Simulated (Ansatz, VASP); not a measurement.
## One calculation of W, two programs

INCAR

```
SYSTEM = W
PREC     = Accurate       ! precision mode
ENCUT    = 520            ! plane-wave cutoff, eV
EDIFF    = 1E-7           ! SCF threshold, eV
ISMEAR   = 0              ! smearing method
SIGMA    = 0.15           ! smearing width, eV
LREAL    = .False.        ! projectors in reciprocal space
LASPH    = .True.         ! aspherical terms in the spheres
NELM     = 60             ! most SCF steps
ALGO     = Fast           ! electronic algorithm
ISIF     = 2              ! what is computed and relaxed
LWAVE    = .False.        ! write WAVECAR
LCHARG   = .False.        ! write CHGCAR
GGA      = PE             ! functional
NBANDS   = 13             ! bands
```

The input KPOINTS:

```
Automatic mesh
0
Gamma
  20 20 20
  0 0 0
```

POSCAR

```
W
1.0
   -1.7250840000      1.7250840000      1.5334080000
    1.7250840000     -1.7250840000      1.5334080000
    1.7250840000      1.7250840000     -1.5334080000
W
1
Direct
    0.0000000000      0.0000000000      0.0000000000
```

Input for Ansatz:

```yaml
crystal:
  lattice:
    - [-1.725084, 1.725084, 1.533408]
    - [1.725084, -1.725084, 1.533408]
    - [1.725084, 1.725084, -1.533408]
  atoms:
    - { symbol: W, position: [0.0, 0.0, 0.0] }
basis:
  ecutwfc: 420
kpoints:
  mp_grid: { grid: [20, 20, 20] }
hamiltonian:
  xc: pbe
scf:
  occupations: { method: gaussian, width: 0.15 }
output:
  forces: true
  stress: true
  eigenvalues: true
```

Change from the starting cell: strain +0.080 along x and y, -0.040 along z, atoms carried along.

Alike in both runs: task single point; functional PBE; k mesh 20 × 20 × 20; occupations gaussian, width 0.15 eV; no spin polarisation.

|  | VASP | Ansatz |
| --- | --- | --- |
| version | VASP 6.6.1 | Ansatz 0.2.0 |
| potentials or method | VASP PAW PBE potentials, release 64 (W_sv), cutoff 520 eV | scalar-relativistic, plane waves, PAW |
| valence electrons in the cell | 14 | 14 |

```csv
,VASP,Ansatz,Ansatz less VASP
gap on the k mesh at the Fermi level (eV),none,none,-
pressure (GPa),-26.7,-26.9,-0.18
"traceless stress, the component that is largest in VASP (GPa)",17.46,17.46,+0.001
```

A gap of «none» marks a metal or a gap that the smearing closes. The functional is the same, so the differences come from potentials, cutoffs and numerics.

Spin-orbit coupling is off throughout.
